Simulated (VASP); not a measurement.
# RbSi2 (P-3m1) in VASP: further runs, part 3 of 3

VASP 6.6.1. The steps go on from the part before.

## 4. Single point, PBE (25.06 Å³/atom)

This run uses another cell than the first one, of 25.06 Å³/atom.

The input, INCAR:

```
SYSTEM = RbSi2
PREC     = Accurate       ! precision mode
ENCUT    = 520            ! plane-wave cutoff, eV
EDIFF    = 1E-6           ! SCF threshold, eV
ISMEAR   = 0              ! smearing method
SIGMA    = 0.1            ! smearing width, eV
LREAL    = .FALSE.        ! projectors in reciprocal space
LASPH    = .TRUE.         ! aspherical terms in the spheres
NELM     = 60             ! most SCF steps
ALGO     = Normal         ! electronic algorithm
ISIF     = 2              ! what is computed and relaxed
LWAVE    = .FALSE.        ! write WAVECAR
LCHARG   = .TRUE.         ! write CHGCAR
GGA      = PE             ! functional
LELF     = .TRUE.         ! ELF
LVHAR    = .TRUE.       
NBANDS   = 16             ! bands
```

The input, KPOINTS:

```
Automatic mesh
0
G
  12 12 8
  0 0 0
```

The input, POSCAR:

```
RbSi2
1.0
    3.8916170749      0.0000000000      0.0000000000
   -1.9458085374      3.3702392486      0.0000000000
    0.0000000000      0.0000000000      5.7318705652
Rb Si
1 2
Direct
    0.0000000000      0.0000000000      0.0000000000
    0.3333333333      0.6666666667      0.4473171254
    0.6666666667      0.3333333333      0.5526828746
```

Potentials or basis: VASP PAW PBE potentials, release 64 (Rb_sv, Si).

On the command line:

```sh
$ cat potpaw_PBE.64/Rb_sv/POTCAR potpaw_PBE.64/Si/POTCAR > POTCAR
$ mpirun -np 1 vasp_std > vasp.out
```

OUTCAR:

```text
SYSTEM = RbSi2
   PREC = Accurate
   ENCUT = 520
   EDIFF = 1E-6
   ISMEAR = 0
   LREAL = .FALSE.
   LASPH = .TRUE.
   NELM = 60
   ISIF = 2
   GGA = PE

 ion  position               nearest neighbor table
   1  0.000  0.000  0.000-   2 3.41   3 3.41   2 3.41   3 3.41   3 3.41   2 3.41   3 3.88   2 3.88
                             2 3.88   3 3.88   3 3.88   2 3.88
   2  0.333  0.667  0.447-   3 2.33   3 2.33   3 2.33   1 3.41   1 3.41   1 3.41   1 3.88   1 3.88
                             1 3.88
   3  0.667  0.333  0.553-   2 2.33   2 2.33   2 2.33   1 3.41   1 3.41   1 3.41   1 3.88   1 3.88
                             1 3.88

  LATTYP: Found a hexagonal cell.
 ALAT       =     3.8916170749
 C/A-ratio  =     1.4728763018

  Lattice vectors:

 A1 = (   3.8916170749,   0.0000000000,   0.0000000000)
 A2 = (  -1.9458085374,   3.3702392486,   0.0000000000)
 A3 = (   0.0000000000,   0.0000000000,   5.7318705652)

Analysis of symmetry for initial positions (statically):
=====================================================================
 Subroutine PRICEL returns:
 Original cell was already a primitive cell.

 Routine SETGRP: Setting up the symmetry group for a
 hexagonal supercell.

[... 173 lines left out ...]
 fundamental gap:      0.0198237921
 Fermi energy:         4.4614603775

 k-point     1 :       0.0000    0.0000    0.0000
  band No.  band energies     occupation
      1     -23.3355      2.00000
      2      -7.6194      2.00000
      3      -7.1514      2.00000
      4      -7.1514      2.00000
      5      -6.9118      2.00000
      6       1.1089      2.00000
[... 433 lines left out ...]
      3      -7.4149      2.00000
      4      -7.1972      2.00000
      5      -6.3882      2.00000
      6       0.7294      2.00000
[... 8 lines left out ...]
     15       9.9418      0.00000
     16      10.5962      0.00000

 [... further k-points ...]

------------------------ aborting loop because EDIFF is reached ----------------------------------------

  FORCE on cell =-STRESS in cart. coord.  units (eV):
  Direction    XX          YY          ZZ          XY          YZ          ZX
  --------------------------------------------------------------------------------------
  -------------------------------------------------------------------------------------
  Total        1.8917993      1.8917993      1.9147132      0.0000000      0.0000000     -0.0000000
  in kB       40.3179503     40.3179503     40.8062887      0.0000000      0.0000000     -0.0000000
  external PRESSURE =      40.4807298 kB  Pullay stress =       0.0000000 kB

 VOLUME and BASIS-vectors are now :
 -----------------------------------------------------------------------------
  energy-cutoff  :      520.00
  volume of cell :       75.18
      direct lattice vectors                 reciprocal lattice vectors
     3.891617075  0.000000000  0.000000000     0.256962589  0.148357420  0.000000000
    -1.945808537  3.370239249  0.000000000     0.000000000  0.296714840  0.000000000
     0.000000000  0.000000000  5.731870565     0.000000000  0.000000000  0.174463116

 POSITION                                       TOTAL-FORCE (eV/Angst)
 -----------------------------------------------------------------------------------
      0.00000      0.00000      0.00000        -0.000000      0.000000      0.000000
     -0.00000      2.24683      2.56396         0.000000     -0.000000      0.005152
      1.94581      1.12341      3.16791        -0.000000      0.000000     -0.005152
 -----------------------------------------------------------------------------------
    total drift:                               -0.000000      0.000000      0.000000

  FREE ENERGIE OF THE ION-ELECTRON SYSTEM (eV)
  ---------------------------------------------------
  free  energy   TOTEN  =       -11.5088906756 eV

  energy  without entropy=      -11.5040833638  energy(sigma->0) =      -11.50648702
```

stdout:

```text
POSCAR found type information on POSCAR RbSi
 POSCAR found :  2 types and       3 ions
 scaLAPACK will be used
 LDA part: xc-table for (Slater+PW92), standard interpolation
 POSCAR, INCAR and KPOINTS ok, starting setup
 FFT: planning ... GRIDC
 FFT: planning ... GRID_SOFT
 FFT: planning ... GRID
 WAVECAR not read
 entering main loop
```

Wall time 3.7 min (1 thread of Intel Xeon 8259CL, shared host); peak memory 0.29 GiB.

What came out:

```
Free energy            : -11.5089 eV
Pressure               : 4.0 GPa
Largest force          : 0.005 eV/Å
Band gap on the k mesh : zero (an odd number of electrons rules out a gap without spin polarisation)
```

Forces in eV/Å, atoms in the order of the input:
```
Rb   0.000  0.000  0.000
Si   0.000  0.000  0.005
Si   0.000  0.000 -0.005
```

Caveat: the cell stands under pressure.

## 5. Single point, PBE (25.89 Å³/atom)

This run uses another cell than the first one, of 25.89 Å³/atom.

The input, INCAR:

```
ALGO     = Normal         # electronic algorithm
EDIFF    = 1E-7           # SCF threshold, eV
ENCUT    = 520            # plane-wave cutoff, eV
GGA      = PE             # functional
ISIF     = 2              # what is computed and relaxed
ISMEAR   = 0              # smearing method
LASPH    = True           # aspherical terms in the spheres
LCHARG   = True           # write CHGCAR
LELF     = True           # ELF
LREAL    = False          # projectors in reciprocal space
LVHAR    = True         
LWAVE    = False          # write WAVECAR
NBANDS   = 16             # bands
NELM     = 100            # most SCF steps
PREC     = Accurate       # precision mode
SIGMA    = 0.1            # smearing width, eV
```

The input, KPOINTS:

```
k-points
0
Gamma
  12 12 8
```

The input, POSCAR:

```
RbSi2
1.0
    3.9184740885      0.0000000000      0.0000000000
   -1.9592370443      3.3934981047      0.0000000000
    0.0000000000      0.0000000000      5.8399493161
Rb Si
1 2
Direct
    0.0000000000      0.0000000000      0.0000000000
    0.3333333333      0.6666666667      0.4478767064
    0.6666666667      0.3333333333      0.5521232936
```

On the command line:

```sh
$ cat potpaw_PBE.64/Rb_sv/POTCAR potpaw_PBE.64/Si/POTCAR > POTCAR
$ mpirun -np 1 vasp_std > vasp.out
```

Wall time 4.2 min (1 thread of Intel Xeon 8259CL, shared host); peak memory 0.3 GiB.

It converged, with:

| Quantity | Value |
| --- | --- |
| Free energy | -11.5594 eV |
| Pressure | 2.5 GPa |
| Largest force | 0.005 eV/Å |
| Band gap on the k mesh | zero (an odd number of electrons rules out a gap without spin polarisation) |

Forces on the atoms (eV/Å):
```
Rb   0.000  0.000  0.000
Si   0.000  0.000  0.005
Si   0.000  0.000 -0.005
```

Levels at points of the mesh, in eV from the Fermi level:
| k point | band 4 | band 5 | band 6 | band 7 | band 8 | band 9 | band 10 | band 11 | band 12 | band 13 |
| --- | --- | --- | --- | --- | --- | --- | --- | --- | --- | --- |
| (0.00, 0.00, 0.00) | -11.69 | -11.25 | -3.39 | -1.46 | -1.46 | -0.44 | 1.17 | 2.48 | 2.48 | 4.49 |
| (0.50, 0.00, 0.00) | -11.86 | -8.92 | -7.49 | -2.80 | -2.46 | -0.05 | 0.27 | 2.26 | 3.91 | 3.98 |
| (0.00, 0.00, 0.50) | -11.69 | -10.51 | -4.54 | -1.42 | -1.42 | 1.21 | 2.15 | 2.16 | 2.16 | 2.51 |
| (0.50, 0.00, 0.50) | -11.85 | -9.10 | -7.25 | -2.90 | -1.85 | -1.18 | 0.69 | 3.05 | 3.58 | 5.29 |

## 6. Single point, PBE (26.71 Å³/atom)

This run uses another cell than the first one, of 26.71 Å³/atom.

The input, INCAR:

```
  ALGO = Normal
  EDIFF = 1E-7
  ENCUT = 520
  GGA = PE
  ISIF = 2
  ISMEAR = 0
  LASPH = T
  LCHARG = F
  LREAL = F
  LWAVE = F
  NBANDS = 16
  NELM = 60
  PREC = Accurate
  SIGMA = 0.1
```

KPOINTS is that of step 5.

The input, POSCAR:

```
RbSi2
1.0
    3.9447354347      0.0000000000      0.0000000000
   -1.9723677173      3.4162410976      0.0000000000
    0.0000000000      0.0000000000      5.9463594006
Rb Si
1 2
Direct
    0.0000000000      0.0000000000      0.0000000000
    0.3333333333      0.6666666667      0.4484364215
    0.6666666667      0.3333333333      0.5515635785
```

Potentials or basis: VASP PAW PBE potentials, release 64 (Rb_sv, Si).

On the command line:

```sh
$ cat potpaw_PBE.64/Rb_sv/POTCAR potpaw_PBE.64/Si/POTCAR > POTCAR
$ mpirun -np 1 vasp_std > vasp.out
```

OUTCAR:

```text
EDIFF = 1E-7
   ENCUT = 520
   GGA = PE
   ISIF = 2
   ISMEAR = 0
   LASPH = T
   LREAL = F
   NELM = 60
   PREC = Accurate

 ion  position               nearest neighbor table
   1  0.000  0.000  0.000-   2 3.51   3 3.51   2 3.51   3 3.51   3 3.51   2 3.51   3 3.99   2 3.99
                             2 3.99   3 3.99   3 3.99   2 3.99
   2  0.333  0.667  0.448-   3 2.36   3 2.36   3 2.36   1 3.51   1 3.51   1 3.51   1 3.99   1 3.99
                             1 3.99
   3  0.667  0.333  0.552-   2 2.36   2 2.36   2 2.36   1 3.51   1 3.51   1 3.51   1 3.99   1 3.99
[... 657 lines left out ...]
  Direction    XX          YY          ZZ          XY          YZ          ZX
  --------------------------------------------------------------------------------------
  -------------------------------------------------------------------------------------
  Total        0.5639965      0.5639965      0.5829826      0.0000000      0.0000000      0.0000000
  in kB       11.2763740     11.2763740     11.6559747      0.0000000      0.0000000      0.0000000
  external PRESSURE =      11.4029076 kB  Pullay stress =       0.0000000 kB

 VOLUME and BASIS-vectors are now :
 -----------------------------------------------------------------------------
  energy-cutoff  :      520.00
  volume of cell :       80.13
      direct lattice vectors                 reciprocal lattice vectors
     3.944735435  0.000000000  0.000000000     0.253502425  0.146359694  0.000000000
    -1.972367717  3.416241098  0.000000000     0.000000000  0.292719387  0.000000000
     0.000000000  0.000000000  5.946359401     0.000000000  0.000000000  0.168170124

 POSITION                                       TOTAL-FORCE (eV/Angst)
 -----------------------------------------------------------------------------------
      0.00000      0.00000      0.00000         0.000000      0.000000      0.000000
     -0.00000      2.27749      2.66656         0.000000     -0.000000      0.004873
      1.97237      1.13875      3.27980        -0.000000      0.000000     -0.004873
 -----------------------------------------------------------------------------------
    total drift:                                0.000000     -0.000000     -0.000000

  FREE ENERGIE OF THE ION-ELECTRON SYSTEM (eV)
  ---------------------------------------------------
  free  energy   TOTEN  =       -11.5875239788 eV

  energy  without entropy=      -11.5830858414  energy(sigma->0) =      -11.58530491
```

Run time: 4 min. Hardware: 1 thread of Intel Xeon 8259CL, shared host; peak memory 0.3 GiB.

Results:

| Quantity | Value |
| --- | --- |
| Free energy | -11.5875 eV |
| Pressure | 1.1 GPa |
| Largest force | 0.005 eV/Å |
| Band gap on the k mesh | zero (an odd number of electrons rules out a gap without spin polarisation) |

Forces on the atoms (eV/Å):
```
Rb   0.000  0.000  0.000
Si   0.000  0.000  0.005
Si   0.000  0.000 -0.005
```

## 7. Summary

| task | cell | k mesh | cutoff (eV) | gap on the mesh (eV) | pressure (GPa) | largest force (eV/Å) |
| --- | --- | --- | --- | --- | --- | --- |
| relaxation of cell and atoms | relaxed from a = 3.970, b = 3.970, c = 6.078 Å, angles 90.0, 90.0, 120.0°, 3 atoms | 6 × 6 × 4 | 600 | none | 0.0 | 0.01 |
| single point | a = 3.864, b = 3.864, c = 5.624 Å, angles 90.0, 90.0, 120.0°, 3 atoms | 12 × 12 × 8 | 520 | none | 5.9 | 0.01 |
| single point | a = 3.892, b = 3.892, c = 5.732 Å, angles 90.0, 90.0, 120.0°, 3 atoms | 12 × 12 × 8 | 520 | none | 4.0 | 0.01 |
| single point | a = 3.918, b = 3.918, c = 5.840 Å, angles 90.0, 90.0, 120.0°, 3 atoms | 12 × 12 × 8 | 520 | none | 2.5 | - |
| single point | a = 3.945, b = 3.945, c = 5.946 Å, angles 90.0, 90.0, 120.0°, 3 atoms | 12 × 12 × 8 | 520 | none | 1.1 | - |

Alike in all rows: level PBE; potentials or basis VASP PAW PBE potentials, release 64 (Rb_sv, Si); no spin polarisation; smearing gaussian 0.1 eV.

Caveats: the cell stands under pressure (at least some runs).

Total energies depend on the potentials used, so only differences within one code and one set of settings carry meaning.
